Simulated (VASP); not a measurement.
# AlNi (P4/mmm) in VASP: further runs

Runs on AlNi. Level: PBEsol. Tasks: single point.

All numbers are computed with VASP 6.6.1; they aren't measurements. Logs are shortened: lines on timing, memory, paths and dates and some standing lists are left out, and cuts for length are marked.

**1. The cell of the first run**

It takes space group P4/mmm (No. 123, tetragonal). Conventional cell: a = 3.079 Å, b = 3.079 Å, c = 2.473 Å, α = 90.00°, β = 90.00°, γ = 90.00°. Al (site symmetry 4/mmm) has 6 Al at 2.47 to 3.08 Å and 8 Ni at 2.50 Å within 3.3 Å. Ni (site symmetry 4/mmm) has 6 Ni at 2.47 to 3.08 Å and 8 Al at 2.50 Å within 3.3 Å.

**2. Single point, PBEsol**

File INCAR:

```
SYSTEM = AlNi
PREC     = Accurate       ! precision mode
ENCUT    = 520            ! plane-wave cutoff, eV
EDIFF    = 1E-6           ! SCF threshold, eV
ISMEAR   = 0              ! smearing method
SIGMA    = 0.15           ! smearing width, eV
LREAL    = .False.        ! projectors in reciprocal space
LASPH    = .True.         ! aspherical terms in the spheres
NELM     = 100            ! most SCF steps
ALGO     = Fast           ! electronic algorithm
ISIF     = 2              ! what is computed and relaxed
LWAVE    = .False.        ! write WAVECAR
LCHARG   = .False.        ! write CHGCAR
GGA      = PS             ! functional
NBANDS   = 14             ! bands
```

File KPOINTS:

```
regular mesh
0
Gamma
  24 24 24
  0 0 0
```

File POSCAR:

```
AlNi
1.0
    2.1774096755     -2.1774330524      0.0000000000
    2.1774096755      2.1774330524      0.0000000000
    0.0000000000      0.0000000000      2.4727815530
Al Ni
1 1
Direct
    0.0000000000      0.0000000000      0.0000000000
    0.5000000000      0.5000000000      0.5000000000
```

Potentials or basis: VASP PAW PBE potentials, release 64 (Al, Ni).

The run is started by

```
> cat potpaw_PBE.64/Al/POTCAR potpaw_PBE.64/Ni/POTCAR > POTCAR
> mpirun -np 1 vasp_std > vasp.out
```

OUTCAR:

```text
SYSTEM = AlNi
   PREC = Accurate
   ENCUT = 520
   EDIFF = 1E-6
   ISMEAR = 0
   LREAL = .False.
   LASPH = .True.
   NELM = 100
   ISIF = 2
   GGA = PS

 ion  position               nearest neighbor table
   1  0.000  0.000  0.000-   2 2.50   2 2.50   2 2.50   2 2.50   2 2.50   2 2.50   2 2.50   2 2.50

   2  0.500  0.500  0.500-   1 2.50   1 2.50   1 2.50   1 2.50   1 2.50   1 2.50   1 2.50   1 2.50

  LATTYP: Found a base centered orthorhombic cell.
 ALAT       =     4.3548193510
 B/A-ratio  =     1.0000107361
 C/A-ratio  =     0.5678264363

  Lattice vectors:

 A1 = (   2.1774096755,  -2.1774330524,   0.0000000000)
 A2 = (   2.1774096755,   2.1774330524,   0.0000000000)
 A3 = (   0.0000000000,   0.0000000000,   2.4727815530)

Analysis of symmetry for initial positions (statically):
=====================================================================
 Subroutine PRICEL returns:
 Original cell was already a primitive cell.

 Routine SETGRP: Setting up the symmetry group for a
 base centered orthorhombic supercell.

 Subroutine GETGRP returns: Found  8 space group operations
 (whereof  8 operations were pure point group operations)
 out of a pool of  8 trial point group operations.

The static configuration has the point symmetry D_2h.

Analysis of symmetry for dynamics (positions and initial velocities):
=====================================================================
 Subroutine PRICEL returns:
 Original cell was already a primitive cell.

 Routine SETGRP: Setting up the symmetry group for a
 base centered orthorhombic supercell.

 Subroutine GETGRP returns: Found  8 space group operations
 (whereof  8 operations were pure point group operations)
 out of a pool of  8 trial point group operations.

The dynamic configuration has the point symmetry D_2h.

 Subroutine INISYM returns: Found  8 space group operations
 (whereof  8 operations are pure point group operations),
 and found     1 'primitive' translations

----------------------------------------------------------------------------------------

                                     Primitive cell

  volume of cell :      23.4477

  direct lattice vectors                    reciprocal lattice vectors
     2.177409675 -2.177433052  0.000000000     0.229630650 -0.229628185  0.000000000
     2.177409675  2.177433052  0.000000000     0.229630650  0.229628185  0.000000000
     0.000000000  0.000000000  2.472781553     0.000000000  0.000000000  0.404402887

  length of vectors
     3.079338824  3.079338824  2.472781553     0.324745037  0.324745037  0.404402887

  position of ions in fractional coordinates (direct lattice)
     0.000000000  0.000000000  0.000000000
     0.500000000  0.500000000  0.500000000

  ion indices of the primitive-cell ions
   primitive index   ion index
                 1           1
                 2           2

----------------------------------------------------------------------------------------

 KPOINTS: regular mesh

Automatic generation of k-mesh.
 Grid dimensions read from file:
 generate k-points for:   24   24   24

 Generating k-lattice:

  Cartesian coordinates                     Fractional coordinates (reciprocal lattice)
     0.009567944 -0.009567841  0.000000000     0.041666667  0.000000000  0.000000000
     0.009567944  0.009567841  0.000000000     0.000000000  0.041666667  0.000000000
     0.000000000  0.000000000  0.016850120     0.000000000  0.000000000  0.041666667

  Length of vectors
     0.013531043  0.013531043  0.016850120

  Shift w.r.t. Gamma in fractional coordinates (k-lattice)
     0.000000000  0.000000000  0.000000000

 Subroutine IBZKPT returns following result:
 ===========================================

 Found   2041 irreducible k-points:

 Following reciprocal coordinates:
            Coordinates               Weight
  0.000000  0.000000  0.000000      1.000000
  0.041667 -0.000000  0.000000      4.000000
  0.083333  0.000000  0.000000      4.000000
  0.125000  0.000000  0.000000      4.000000
  0.166667  0.000000  0.000000      4.000000
  0.208333  0.000000  0.000000      4.000000
[... 16 lines left out ...]
  0.416667  0.041667  0.000000      4.000000
  0.458333  0.041667  0.000000      4.000000
 [... further k-points ...]
   k-points           NKPTS =   2041   k-points in BZ     NKDIM =   2041   number of bands    NBANDS=     14
   number of dos      NEDOS =    301   number of ions     NIONS =      2
   total plane-waves  NPLWV =  10368
   dimension x,y,z NGX =    24 NGY =   24 NGZ =   18
   dimension x,y,z NGXF=    48 NGYF=   48 NGZF=   36
   ions per type =               1   1
   NGX,Y,Z   is equivalent  to a cutoff of  12.96, 12.96, 12.10 a.u.
   NGXF,Y,Z  is equivalent  to a cutoff of  25.91, 25.91, 24.20 a.u.
 SYSTEM =  AlNi
   PREC   = accura    normal or accurate (medium, high low for compatibility)
   ISTART =      0    job   : 0-new  1-cont  2-samecut
   ICHARG =      2    charge: 1-file 2-atom 10-const
   ISPIN  =      1    spin polarized calculation?
   LNONCOLLINEAR =      F non collinear calculations
   LSORBIT =      F    spin-orbit coupling
   LASPH  =      T    aspherical Exc in radial PAW
   ENCUT  =  520.0 eV  38.22 Ry    6.18 a.u.   5.73  5.73  4.60*2*pi/ulx,y,z
   NELM   =    100;   NELMIN=  2; NELMDL= -5     # of ELM steps
   EDIFF  = 0.1E-05   stopping-criterion for ELM
   LREAL  =      F    real-space projection
   EDIFFG = 0.1E-04   stopping-criterion for IOM
   NSW    =      0    number of steps for IOM
   IBRION =     -1    ionic relax: 0-MD 1-quasi-New 2-CG
   NFREE  =      0    steps in history (QN), initial steepest desc. (CG)
   ISIF   =      2    stress and relaxation
   ISYM   =      2    0-nonsym 1-usesym 2-fastsym
   POTIM  = 0.5000    time-step for ionic-motion
   TEBEG  =    0.0;   TEEND  =   0.0 temperature during run
   PSTRESS=    0.0 pullay stress
   NELECT =      13.0000    total number of electrons
   NUPDOWN=      -1.0000    fix difference up-down
   EMIN   =  10.00;   EMAX   =-10.00  energy-range for DOS
   EFERMI =   0.00;   METHOD = LEGACY
   ISMEAR =     0;   SIGMA  =   0.15  broadening in eV -4-tet -1-fermi 0-gaus
   EFERMI_NEDOS =   21; number of points for ismear=-14 and -15
   IALGO  =     68    algorithm
   IMIX   =      4    mixing-type and parameters
     AMIX     =   0.40;   BMIX     =  1.00
     AMIX_MAG =   1.60;   BMIX_MAG =  1.00
  volume/ion in A,a.u.               =      11.72        79.12
  Fermi-wavevector in a.u.,A,eV,Ry     =   1.344897  2.541487 24.609512  1.808748
  Thomas-Fermi vector in A             =   2.472854
   LORBIT       =      0    0 simple, 1 ext, 2 COOP (PROOUT), +10 PAW based schemes
   GGA     = PS    functional components
   LHFCALC =     F    Hartree Fock is set to
   AEXX    =    0.0000 exact exchange contribution
   IVDW    =     0    specifies the selected vdW correction
   LEPSILON=     F    determine dielectric tensor
   LRPA    =     F    only Hartree local field effects (RPA)
 non-spin polarized calculation
 RMM-DIIS sequential band-by-band and
 Gauss-broadening in eV      SIGMA  =   0.15
  energy-cutoff  :      520.00
  volume of cell :       23.45
 maximum number of plane-waves:       648
   NGX = 11   NGY = 11   NGZ =  9

 number of electron      13.0000014 magnetization

 Free energy of the ion-electron system (eV)
  ---------------------------------------------------
  ext. energy  EPLUGINS =         0.00000000
  ---------------------------------------------------
  free energy    TOTEN  =       -11.27866310 eV

  energy without entropy =      -11.27090194  energy(sigma->0) =      -11.27478252

 E-fermi :  10.1792     XC(G=0): -12.2567

 val. band max:       10.1746969766   @ k =  -0.3333   0.1667   0.4583
 cond. band min:      10.1865104782   @ k =   0.2500   0.0000   0.1250
 fundamental gap:      0.0118135016
 Fermi energy:        10.1791698958

 k-point     1 :       0.0000    0.0000    0.0000
  band No.  band energies     occupation
      1      -1.1513      2.00000
      2       6.6402      2.00000
      3       6.7158      2.00000
      4       8.1492      2.00000
      5       8.9038      2.00000
      6       8.9038      2.00000
      7      13.2504      0.00000
      8      13.2504      0.00000
      9      17.2936      0.00000
     10      17.3639      0.00000
     11      21.9438      0.00000
     12      26.2588      0.00000
     13      28.0021      0.00000
     14      29.6465      0.00000

 k-point     2 :       0.0417   -0.0000    0.0000
  band No.  band energies     occupation
      1      -1.1233      2.00000
      2       6.6391      2.00000
      3       6.7120      2.00000
      4       8.1326      2.00000
      5       8.8993      2.00000
      6       8.9044      2.00000
      7      13.0022      0.00000
      8      13.2942      0.00000
      9      17.3243      0.00000
     10      17.6235      0.00000
     11      21.9741      0.00000
     12      26.2546      0.00000
     13      27.4448      0.00000
     14      29.4713      0.00000

 k-point     3 :       0.0833    0.0000    0.0000
  band No.  band energies     occupation
      1      -1.0395      2.00000
      2       6.6240      2.00000
      3       6.7089      2.00000
      4       8.0848      2.00000
      5       8.8862      2.00000
      6       8.9063      2.00000
      7      12.4106      0.00000
      8      13.4236      0.00000
      9      17.3275      0.00000
     10      18.3384      0.00000
     11      22.0644      0.00000
     12      26.2308      0.00000
     13      26.4959      0.00000
     14      29.0698      0.00000
[... 324 lines left out ...]
 k-point    23 :       0.4167    0.0417    0.0000
  band No.  band energies     occupation
      1       1.5425      2.00000
      2       3.9200      2.00000
      3       6.9404      2.00000
      4       7.4162      2.00000
      5       8.6686      2.00000
      6       8.9344      2.00000
      7       9.0131      2.00000
      8      16.1394      0.00000
      9      17.5940      0.00000
     10      19.5431      0.00000
     11      23.7240      0.00000
     12      24.7600      0.00000
     13      25.5957      0.00000
     14      27.1516      0.00000

 k-point    24 :       0.4583    0.0417    0.0000
  band No.  band energies     occupation
      1       2.0398      2.00000
      2       3.3503      2.00000
      3       6.9546      2.00000
      4       7.3862      2.00000
      5       8.6565      2.00000
      6       8.9363      2.00000
      7       8.9735      2.00000
      8      16.5803      0.00000
      9      17.4700      0.00000
     10      19.1346      0.00000
     11      23.6137      0.00000
     12      25.3000      0.00000
     13      25.8216      0.00000
     14      26.4999      0.00000

 [... further k-points ...]

------------------------ aborting loop because EDIFF is reached ----------------------------------------

  FORCE on cell =-STRESS in cart. coord.  units (eV):
  Direction    XX          YY          ZZ          XY          YZ          ZX
  --------------------------------------------------------------------------------------
  -------------------------------------------------------------------------------------
  Total       -1.1468064     -1.1471856      4.3864566      0.0000000      0.0000000      0.0000000
  in kB      -78.3610024    -78.3869120    299.7255147      0.0000000      0.0000000      0.0000000
  external PRESSURE =      47.6592001 kB  Pullay stress =       0.0000000 kB

 VOLUME and BASIS-vectors are now :
 -----------------------------------------------------------------------------
  energy-cutoff  :      520.00
  volume of cell :       23.45
      direct lattice vectors                 reciprocal lattice vectors
     2.177409675 -2.177433052  0.000000000     0.229630650 -0.229628185  0.000000000
     2.177409675  2.177433052  0.000000000     0.229630650  0.229628185  0.000000000
     0.000000000  0.000000000  2.472781553     0.000000000  0.000000000  0.404402887

 POSITION                                       TOTAL-FORCE (eV/Angst)
 -----------------------------------------------------------------------------------
      0.00000      0.00000      0.00000         0.000000      0.000000      0.000000
      2.17741      0.00000      1.23639         0.000000     -0.000000      0.000000
 -----------------------------------------------------------------------------------
    total drift:                               -0.000000     -0.000000     -0.000000

  FREE ENERGIE OF THE ION-ELECTRON SYSTEM (eV)
  ---------------------------------------------------
  free  energy   TOTEN  =       -11.2786631014 eV

  energy  without entropy=      -11.2709019421  energy(sigma->0) =      -11.27478252
```

Run time: 2.5 min. Hardware: 1 thread of Intel Xeon 6975P-C (Granite Rapids), shared host; peak memory 0.73 GiB.

What came out:

* Free energy: -11.2787 eV
* Pressure: 4.8 GPa
* Band gap on the k mesh: zero (an odd number of electrons rules out a gap without spin polarisation)

Stress tensor (GPa, compression positive):
```
-7.84  0.00  0.00
 0.00 -7.84  0.00
 0.00  0.00 29.97
```

Levels at points of the mesh, in eV from the Fermi level:
| k point | band 5 | band 6 | band 7 | band 8 | band 9 | band 10 |
| --- | --- | --- | --- | --- | --- | --- |
| (0.00, 0.00, 0.00) | -1.28 | -1.28 | 3.07 | 3.07 | 7.11 | 7.18 |
| (0.50, 0.00, 0.00) | -1.53 | -1.24 | -1.22 | 7.14 | 7.42 | 8.27 |
| (0.50, 0.50, 0.00) | -1.49 | -1.49 | -1.39 | 0.06 | 1.23 | 16.36 |
| (0.00, 0.00, 0.50) | -2.53 | -1.74 | 0.37 | 8.48 | 8.48 | 8.67 |
| (0.50, 0.00, 0.50) | -2.27 | -1.68 | -1.09 | 2.61 | 3.21 | 11.18 |
| (0.50, 0.50, 0.50) | -0.86 | 2.07 | 2.07 | 2.46 | 2.99 | 4.14 |

Caveat: the cell stands under pressure; the PAW data sets were made with another functional, which shifts forces and pressure a little. Spin polarisation is off, so any magnetic state and its effect on volume and gap are missing.

**3. Single point, PBEsol**

This run uses another cell than the first one, of the same volume but with other edges.

INCAR is that of step 2.

KPOINTS is that of step 2.

File POSCAR:

```
AlNi
1.0
    1.8520627343     -1.8520826183      0.0000000000
    1.8520627343      1.8520826183      0.0000000000
    0.0000000000      0.0000000000      3.4178630925
Al Ni
1 1
Direct
    0.0000000000      0.0000000000      0.0000000000
    0.5000000000      0.5000000000      0.5000000000
```

Potentials or basis: VASP PAW PBE potentials, release 64 (Al, Ni).

The run is started by

```
> cat potpaw_PBE.64/Al/POTCAR potpaw_PBE.64/Ni/POTCAR > POTCAR
> mpirun -np 1 vasp_std > vasp.out
```

Run time: 4 min. Hardware: 1 thread of Intel Xeon 6975P-C (Granite Rapids), shared host; peak memory 0.74 GiB.

Results (log left out):

| Item | Value |
| --- | --- |
| Free energy | -11.4073 eV |
| Pressure | 2.3 GPa |
| Band gap on the k mesh | zero (an odd number of electrons rules out a gap without spin polarisation) |

Stress tensor (GPa, compression positive):
```
 6.73  0.00  0.00
 0.00  6.73  0.00
 0.00  0.00 -6.64
```

Levels at points of the mesh, in eV from the Fermi level:
| k point | band 3 | band 4 | band 5 | band 6 | band 7 | band 8 | band 9 | band 10 | band 11 | band 12 |
| --- | --- | --- | --- | --- | --- | --- | --- | --- | --- | --- |
| (0.00, 0.00, 0.00) | -3.32 | -1.66 | -1.66 | -1.10 | 0.26 | 5.14 | 9.03 | 9.03 | 9.17 | 16.04 |
| (0.50, 0.00, 0.00) | -3.31 | -2.89 | -1.85 | -1.50 | -0.05 | 5.52 | 6.81 | 7.86 | 10.86 | 13.59 |
| (0.50, 0.50, 0.00) | -2.77 | -2.77 | -1.63 | -1.63 | -0.62 | 2.92 | 4.16 | 9.41 | 11.78 | 11.78 |
| (0.00, 0.00, 0.50) | -3.16 | -1.95 | -1.86 | -1.86 | -1.09 | 8.78 | 12.32 | 12.32 | 12.82 | 12.82 |
| (0.50, 0.00, 0.50) | -3.65 | -2.71 | -1.83 | -1.68 | -1.67 | 1.45 | 1.64 | 15.44 | 15.60 | 16.23 |
| (0.50, 0.50, 0.50) | -4.03 | -1.46 | -0.62 | 1.76 | 2.53 | 2.53 | 3.56 | 3.56 | 4.25 | 6.36 |

Caveat: the PAW data sets were made with another functional, which shifts forces and pressure a little. Spin polarisation is off, so any magnetic state and its effect on volume and gap are missing.
